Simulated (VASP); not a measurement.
A run of VASP 6.6.1 is set up as follows.

The input POSCAR:

```
MgO
1.0
    2.1022009521      2.1022009521      0.0000000000
   -2.1022009521      2.1022009521      0.0000000000
    0.1189184439      0.1189184439      4.2044019043
Mg O
2 2
Direct
    0.0000000000      0.0000000000      0.0000000000
    0.5000000000      0.5000000000      0.5000000000
    0.5000000000      0.5000000000      0.0000000000
    0.0000000000      0.0000000000      0.5000000000
```

File INCAR.step1:

```
SYSTEM = MgO
  PREC = Accurate
  ENCUT = 920
  ISMEAR = 0
  SIGMA = 0.02
  LREAL = .FALSE.
  LASPH = .TRUE.
  NELM = 120
  NBANDS = 24
  GGA = PE
  ALGO = Normal
  EDIFF = 1E-5
  LWAVE = .TRUE.
  LCHARG = .FALSE.
  GGA_COMPAT = .FALSE.
```

Contents of INCAR.step2:

```
SYSTEM = MgO
  PREC = Accurate
  ENCUT = 920
  EDIFF = 1E-6
  ISMEAR = 0
  SIGMA = 0.02
  LREAL = .FALSE.
  LASPH = .TRUE.
  NELM = 120
  ALGO = Normal
  ISIF = 2
  LWAVE = .FALSE.
  LCHARG = .TRUE.
  METAGGA = R2SCAN
  LMIXTAU = .TRUE.
  LELF = .TRUE.
  LVHAR = .TRUE.
  NBANDS = 24
  ISTART = 1
  GGA_COMPAT = .FALSE.
```

File KPOINTS:

```
regular mesh
0
G
  8 8 6
  0 0 0
```

Potentials or basis: VASP PAW PBE potentials, release 64 (Mg_sv, O).

Command:

```console
$ cat potpaw_PBE.64/Mg_sv/POTCAR potpaw_PBE.64/O/POTCAR > POTCAR
$ cp INCAR.step1 INCAR
$ mpirun -np 1 vasp_std > vasp.out
$ cp INCAR.step2 INCAR
$ mpirun -np 1 vasp_std > vasp.out
```

Predict the pressure.

0.6 GPa.

Predict the band gap on the k mesh.

5.53 eV.

Stress tensor (GPa, compression positive):
```
 0.53 -0.38 -4.43
-0.38  0.53 -4.43
-4.43 -4.43  0.83
```

Caveat: the cell differs from its parent crystal (shear of c along a, cell held: +4.0 %); the PAW data sets were made with another functional, which shifts forces and pressure a little.
